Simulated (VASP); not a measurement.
Here is a VASP 6.6.1 calculation.

INCAR

```
SYSTEM = Si8NO14
PREC     = Accurate       ! precision mode
ENCUT    = 520            ! plane-wave cutoff, eV
EDIFF    = 1E-6           ! SCF threshold, eV
ISMEAR   = -1             ! smearing method
SIGMA    = 0.02           ! smearing width, eV
LREAL    = .FALSE.        ! projectors in reciprocal space
LASPH    = .TRUE.         ! aspherical terms in the spheres
NELM     = 200            ! most SCF steps
ALGO     = Normal         ! electronic algorithm
ISIF     = 2              ! what is computed and relaxed
LWAVE    = .FALSE.        ! write WAVECAR
LCHARG   = .TRUE.         ! write CHGCAR
ISPIN    = 2              ! spin polarisation
MAGMOM   = 0 0 0 0 0 0 0 0 0 0 0 0 0 0 0 0 0 0 0 0 0 0 1 ! initial moments
LORBIT   = 11             ! projections on sites
GGA      = PS             ! functional
LELF     = .TRUE.         ! ELF
LVHAR    = .TRUE.       
NBANDS   = 82             ! bands
NELECT   = 119.0        
GGA_COMPAT= .FALSE.
```

File KPOINTS:

```
Automatic mesh
0
G
  2 2 2
  0 0 0
```

POSCAR

```
Si8NO14
1.0
   -5.6578710000     -5.2657200000      0.0000000000
    4.5381290000     -5.2657200000      0.0000000000
    2.0996240000      2.2758520000      6.2331600000
Si O N
8 14 1
Direct
    0.7174314016      0.5772383297      0.2246880988
    0.9787723276      0.3456659418      0.6053283583
    0.9620614366      0.4225775534      0.0422564747
    0.2841743651      0.4532455673      0.4481017206
    0.2066132768      0.0929441708      0.2414636812
    0.4491293856      0.8366793424      0.5943436581
    0.3940333731      0.8241268528     -0.0042000856
    0.8057420763      0.9413180769      0.5157899124
    0.8202994185      0.7863053705      0.3493557454
    0.9559816603      0.1069713934      0.5985015309
    0.7576302522      0.5143113134      0.0225219817
    0.1276492269      0.5526289351      0.2303717069
   -0.0050188418      0.1977076622      0.1231663238
    0.7833133276      0.4164174546      0.4013778056
    0.1765982190      0.3978891449      0.5953595378
    0.9786933769      0.4381709999      0.8210539159
    0.3668997151      0.2575440009      0.3731865653
    0.4554090323      0.6056611751      0.5757884095
    0.4844028183      0.6348885419      0.1245834613
    0.2472533676      0.9270625290      0.4159254751
    0.6411944711      0.9265518824      0.5885994467
    0.4587184497      0.9010052415      0.8292134557
    0.2388327635     -0.0469672500      0.0498229598
```

Potentials or basis: VASP PAW PBE potentials, release 64 (Si, O, N).

Run with:

```console
$ cat potpaw_PBE.64/Si/POTCAR potpaw_PBE.64/O/POTCAR potpaw_PBE.64/N/POTCAR > POTCAR
$ mpirun -np 1 vasp_std > vasp.out
```

Predict the largest force.

0.136 eV/Å.

Predict the site moments.

Si +0.00, -0.00, -0.01 (each value once); O -0.00, +0.01, +0.00, +0.02, +0.11, +0.03 (each value once); N +0.52 μB.

Forces in eV/Å, atoms in the order of the input:
```
Si   0.046  0.008 -0.014
Si  -0.031  0.043  0.028
Si   0.030 -0.014 -0.078
Si  -0.017 -0.049  0.073
Si  -0.100  0.067 -0.063
Si   0.013 -0.068  0.048
Si   0.114  0.025  0.015
Si   0.024 -0.003  0.034
O   -0.059  0.042 -0.061
O    0.027 -0.096  0.028
O   -0.006  0.007 -0.062
O    0.040 -0.043  0.007
O    0.041  0.028 -0.010
O   -0.017  0.017  0.023
O   -0.014 -0.030 -0.005
O    0.001  0.006  0.003
O   -0.058 -0.034  0.015
O   -0.043  0.018  0.012
O   -0.043  0.052  0.030
O    0.019  0.025 -0.002
O    0.028  0.042  0.003
O   -0.010 -0.036 -0.033
N    0.016 -0.009  0.008
```

Caveat: the k points lie up to 0.50 Å⁻¹ apart; the cell carries a net charge on a neutralising background, which shifts energy and pressure; the PAW data sets were made with another functional, which shifts forces and pressure a little.
